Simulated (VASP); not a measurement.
# BaS (Fm-3m) in VASP: single point with PBE

Aim: the single point of BaS with PBE.

Program: VASP 6.6.1. These are calculated values, not measurements. Logs are shortened: lines on timing, memory, paths and dates and some standing lists are left out, and cuts for length are marked.

## 1. The cell of the first run

Symmetry: Fm-3m, No. 225, cubic system. Conventional cell: a = 6.388 Å, b = 6.388 Å, c = 6.388 Å, α = 90.00°, β = 90.00°, γ = 90.00°. Ba (site symmetry m-3m) has 6 S at 3.19 Å within 4.2 Å. Within 4.2 Å of S (site symmetry m-3m) lie 6 Ba at 3.19 Å.

## 2. Single point, PBE

INCAR reads:

```
ALGO = Normal
EDIFF = 1E-7
ENCUT = 520
GGA = PE
ISIF = 2
ISMEAR = 0
LASPH = T
LCHARG = F
LREAL = F
LWAVE = F
NBANDS = 15
NELM = 80
PREC = Accurate
SIGMA = 0.01
```

KPOINTS reads:

```
k-points
0
Gamma
  3 3 3
```

POSCAR reads:

```
BaS
1.0
    0.0000000000      3.1937500000      3.1937500000
    3.1937500000      0.0000000000      3.1937500000
    3.1937500000      3.1937500000      0.0000000000
Ba S
1 1
Direct
    0.0000000000      0.0000000000      0.0000000000
    0.5000000000      0.5000000000      0.5000000000
```

Potentials or basis: VASP PAW PBE potentials, release 64 (Ba_sv, S).

Run with:

```
$ cat potpaw_PBE.64/Ba_sv/POTCAR potpaw_PBE.64/S/POTCAR > POTCAR
$ mpirun -np 1 vasp_std > vasp.out
```

OUTCAR:

```text
EDIFF = 1E-7
   ENCUT = 520
   GGA = PE
   ISIF = 2
   ISMEAR = 0
   LASPH = T
   LREAL = F
   NELM = 80
   PREC = Accurate

 ion  position               nearest neighbor table
   1  0.000  0.000  0.000-   2 3.19   2 3.19   2 3.19   2 3.19   2 3.19   2 3.19
   2  0.500  0.500  0.500-   1 3.19   1 3.19   1 3.19   1 3.19   1 3.19   1 3.19

  LATTYP: Found a face centered cubic cell.
 ALAT       =     6.3875000000

  Lattice vectors:

 A1 = (   0.0000000000,   3.1937500000,   3.1937500000)
 A2 = (   3.1937500000,   0.0000000000,   3.1937500000)
 A3 = (   3.1937500000,   3.1937500000,   0.0000000000)

Analysis of symmetry for initial positions (statically):
=====================================================================
 Subroutine PRICEL returns:
 Original cell was already a primitive cell.

 Routine SETGRP: Setting up the symmetry group for a
 face centered cubic supercell.

 Subroutine GETGRP returns: Found 48 space group operations
 (whereof 48 operations were pure point group operations)
 out of a pool of 48 trial point group operations.

The static configuration has the point symmetry O_h .

Analysis of symmetry for dynamics (positions and initial velocities):
=====================================================================
 Subroutine PRICEL returns:
 Original cell was already a primitive cell.

 Routine SETGRP: Setting up the symmetry group for a
 face centered cubic supercell.

 Subroutine GETGRP returns: Found 48 space group operations
 (whereof 48 operations were pure point group operations)
 out of a pool of 48 trial point group operations.

The dynamic configuration has the point symmetry O_h .

 Subroutine INISYM returns: Found 48 space group operations
 (whereof 48 operations are pure point group operations),
 and found     1 'primitive' translations

----------------------------------------------------------------------------------------

                                     Primitive cell

  volume of cell :      65.1527

  direct lattice vectors                    reciprocal lattice vectors
     0.000000000  3.193750000  3.193750000    -0.156555773  0.156555773  0.156555773
     3.193750000  0.000000000  3.193750000     0.156555773 -0.156555773  0.156555773
     3.193750000  3.193750000  0.000000000     0.156555773  0.156555773 -0.156555773

  length of vectors
     4.516644565  4.516644565  4.516644565     0.271162553  0.271162553  0.271162553

  position of ions in fractional coordinates (direct lattice)
     0.000000000  0.000000000  0.000000000
     0.500000000  0.500000000  0.500000000

  ion indices of the primitive-cell ions
   primitive index   ion index
                 1           1
                 2           2

----------------------------------------------------------------------------------------

 KPOINTS: k-points

Automatic generation of k-mesh.
 Grid dimensions read from file:
 generate k-points for:    3    3    3

 Generating k-lattice:

  Cartesian coordinates                     Fractional coordinates (reciprocal lattice)
    -0.052185258  0.052185258  0.052185258     0.333333333  0.000000000  0.000000000
     0.052185258 -0.052185258  0.052185258     0.000000000  0.333333333  0.000000000
     0.052185258  0.052185258 -0.052185258     0.000000000  0.000000000  0.333333333

  Length of vectors
     0.090387518  0.090387518  0.090387518

  Shift w.r.t. Gamma in fractional coordinates (k-lattice)
     0.000000000  0.000000000  0.000000000

 Subroutine IBZKPT returns following result:
 ===========================================

 Found      4 irreducible k-points:

 Following reciprocal coordinates:
            Coordinates               Weight
  0.000000  0.000000  0.000000      1.000000
  0.333333  0.000000  0.000000      8.000000
  0.333333  0.333333  0.000000      6.000000
 -0.333333  0.333333  0.000000     12.000000
   k-points           NKPTS =      4   k-points in BZ     NKDIM =      4   number of bands    NBANDS=     15
   number of dos      NEDOS =    301   number of ions     NIONS =      2
   total plane-waves  NPLWV =  46656
   dimension x,y,z NGX =    36 NGY =   36 NGZ =   36
   dimension x,y,z NGXF=    72 NGYF=   72 NGZF=   72
   ions per type =               1   1
   NGX,Y,Z   is equivalent  to a cutoff of  13.25, 13.25, 13.25 a.u.
   NGXF,Y,Z  is equivalent  to a cutoff of  26.50, 26.50, 26.50 a.u.
 SYSTEM =  unknown system
   PREC   = accura    normal or accurate (medium, high low for compatibility)
   ISTART =      0    job   : 0-new  1-cont  2-samecut
   ICHARG =      2    charge: 1-file 2-atom 10-const
   ISPIN  =      1    spin polarized calculation?
   LNONCOLLINEAR =      F non collinear calculations
   LSORBIT =      F    spin-orbit coupling
   LASPH  =      T    aspherical Exc in radial PAW
   ENCUT  =  520.0 eV  38.22 Ry    6.18 a.u.   8.40  8.40  8.40*2*pi/ulx,y,z
   NELM   =     80;   NELMIN=  2; NELMDL= -5     # of ELM steps
   EDIFF  = 0.1E-06   stopping-criterion for ELM
   LREAL  =      F    real-space projection
   EDIFFG = 0.1E-05   stopping-criterion for IOM
   NSW    =      0    number of steps for IOM
   IBRION =     -1    ionic relax: 0-MD 1-quasi-New 2-CG
   NFREE  =      0    steps in history (QN), initial steepest desc. (CG)
   ISIF   =      2    stress and relaxation
   ISYM   =      2    0-nonsym 1-usesym 2-fastsym
   POTIM  = 0.5000    time-step for ionic-motion
   TEBEG  =    0.0;   TEEND  =   0.0 temperature during run
   PSTRESS=    0.0 pullay stress
   NELECT =      16.0000    total number of electrons
   NUPDOWN=      -1.0000    fix difference up-down
   EMIN   =  10.00;   EMAX   =-10.00  energy-range for DOS
   EFERMI =   0.00;   METHOD = LEGACY
   ISMEAR =     0;   SIGMA  =   0.01  broadening in eV -4-tet -1-fermi 0-gaus
   EFERMI_NEDOS =   21; number of points for ismear=-14 and -15
   IALGO  =     38    algorithm
   IMIX   =      4    mixing-type and parameters
     AMIX     =   0.40;   BMIX     =  1.00
     AMIX_MAG =   1.60;   BMIX_MAG =  1.00
  volume/ion in A,a.u.               =      32.58       219.84
  Fermi-wavevector in a.u.,A,eV,Ry     =   1.025189  1.937326 14.299891  1.051012
  Thomas-Fermi vector in A             =   2.159016
   LORBIT       =      0    0 simple, 1 ext, 2 COOP (PROOUT), +10 PAW based schemes
   GGA     = PE    functional components
   LHFCALC =     F    Hartree Fock is set to
   AEXX    =    0.0000 exact exchange contribution
   IVDW    =     0    specifies the selected vdW correction
   LEPSILON=     F    determine dielectric tensor
   LRPA    =     F    only Hartree local field effects (RPA)
 non-spin polarized calculation
 Gauss-broadening in eV      SIGMA  =   0.01
  energy-cutoff  :      520.00
  volume of cell :       65.15
 maximum number of plane-waves:      1807
 NGX is ok and might be reduce to    36
   NGX = 17   NGY = 17   NGZ = 17

 number of electron      16.0000001 magnetization

 Free energy of the ion-electron system (eV)
  ---------------------------------------------------
  ext. energy  EPLUGINS =         0.00000000
  ---------------------------------------------------
  free energy    TOTEN  =       -10.15211442 eV

  energy without entropy =      -10.15211442  energy(sigma->0) =      -10.15211442

 E-fermi :   1.5293     XC(G=0):  -8.6183

 val. band max:        1.4832394018   @ k =   0.0000   0.0000   0.0000
 cond. band min:       3.8830224166   @ k =   0.3333   0.3333   0.0000
 fundamental gap:      2.3997830148
 Fermi energy:         1.5293223601

 k-point     1 :       0.0000    0.0000    0.0000
  band No.  band energies     occupation
      1     -24.6311      2.00000
      2      -9.6856      2.00000
      3      -9.6856      2.00000
      4      -9.6856      2.00000
      5      -8.8719      2.00000
      6       1.4832      2.00000
      7       1.4832      2.00000
      8       1.4832      2.00000
      9       5.0669      0.00000
     10       5.3237      0.00000
     11       5.3237      0.00000
     12       5.3237      0.00000
     13       6.2500      0.00000
     14       6.2500      0.00000
     15      10.2008      0.00000

 k-point     2 :       0.3333    0.0000    0.0000
  band No.  band energies     occupation
      1     -24.5977      2.00000
      2     -10.6236      2.00000
      3      -9.7146      2.00000
      4      -9.7146      2.00000
      5      -7.8576      2.00000
      6      -0.0903      2.00000
      7       0.6080      2.00000
      8       0.6080      2.00000
      9       5.9276      0.00000
     10       6.8181      0.00000
     11       6.8181      0.00000
     12       7.4968      0.00000
     13       8.7855      0.00000
     14       8.7855      0.00000
     15      11.8421      0.00000

 k-point     3 :       0.3333    0.3333    0.0000
  band No.  band energies     occupation
      1     -24.5875      2.00000
      2     -10.2944      2.00000
      3      -9.8291      2.00000
      4      -9.8291      2.00000
      5      -8.4120      2.00000
      6       0.3492      2.00000
      7       1.3104      2.00000
      8       1.3104      2.00000
      9       3.8830      0.00000
     10       6.7077      0.00000
     11       7.0450      0.00000
     12       8.1708      0.00000
     13       8.1708      0.00000
     14      10.3177      0.00000
     15      11.1846      0.00000

 k-point     4 :      -0.3333    0.3333    0.0000
  band No.  band energies     occupation
      1     -24.5763      2.00000
      2     -10.4450      2.00000
      3     -10.0321      2.00000
      4      -9.7880      2.00000
      5      -8.0982      2.00000
      6       0.2054      2.00000
      7       0.6654      2.00000
      8       0.9431      2.00000
      9       5.5072      0.00000
     10       6.8700      0.00000
     11       7.7434      0.00000
     12       7.8499      0.00000
     13       9.5412      0.00000
     14       9.9938      0.00000
     15      11.6149      0.00000

------------------------ aborting loop because EDIFF is reached ----------------------------------------

  FORCE on cell =-STRESS in cart. coord.  units (eV):
  Direction    XX          YY          ZZ          XY          YZ          ZX
  --------------------------------------------------------------------------------------
  -------------------------------------------------------------------------------------
  Total        0.6712045      0.6712045      0.6712045      0.0000000      0.0000000     -0.0000000
  in kB       16.5056513     16.5056513     16.5056513      0.0000000      0.0000000     -0.0000000
  external PRESSURE =      16.5056513 kB  Pullay stress =       0.0000000 kB

 VOLUME and BASIS-vectors are now :
 -----------------------------------------------------------------------------
  energy-cutoff  :      520.00
  volume of cell :       65.15
      direct lattice vectors                 reciprocal lattice vectors
     0.000000000  3.193750000  3.193750000    -0.156555773  0.156555773  0.156555773
     3.193750000  0.000000000  3.193750000     0.156555773 -0.156555773  0.156555773
     3.193750000  3.193750000  0.000000000     0.156555773  0.156555773 -0.156555773

 POSITION                                       TOTAL-FORCE (eV/Angst)
 -----------------------------------------------------------------------------------
      0.00000      0.00000      0.00000         0.000000      0.000000     -0.000000
      3.19375      3.19375      3.19375         0.000000      0.000000      0.000000
 -----------------------------------------------------------------------------------
    total drift:                                0.000000      0.000000      0.000000

  FREE ENERGIE OF THE ION-ELECTRON SYSTEM (eV)
  ---------------------------------------------------
  free  energy   TOTEN  =       -10.1521144204 eV

  energy  without entropy=      -10.1521144204  energy(sigma->0) =      -10.15211442
```

Wall time 7 s (1 thread of Intel Xeon Platinum 8488C (Sapphire Rapids), shared host); peak memory 0.19 GiB.

Results:

```yaml
Free_energy: -10.1521 eV
Pressure: 1.7 GPa
Band_gap_on_the_k_mesh: 2.40 eV, indirect (least direct gap 2.57 eV)
```

Levels at points of the mesh, in eV from the valence-band top:
```tsv
k point	band 5	band 6	band 7	band 8	band 9	band 10	band 11	band 12
(0.00, 0.00, 0.00)	-10.36	0.00	0.00	0.00	3.58	3.84	3.84	3.84
```

Caveat: the k points lie up to 0.57 Å⁻¹ apart; spin-orbit coupling is left out, which moves the levels of the heavy elements. A k mesh can miss the band edges.
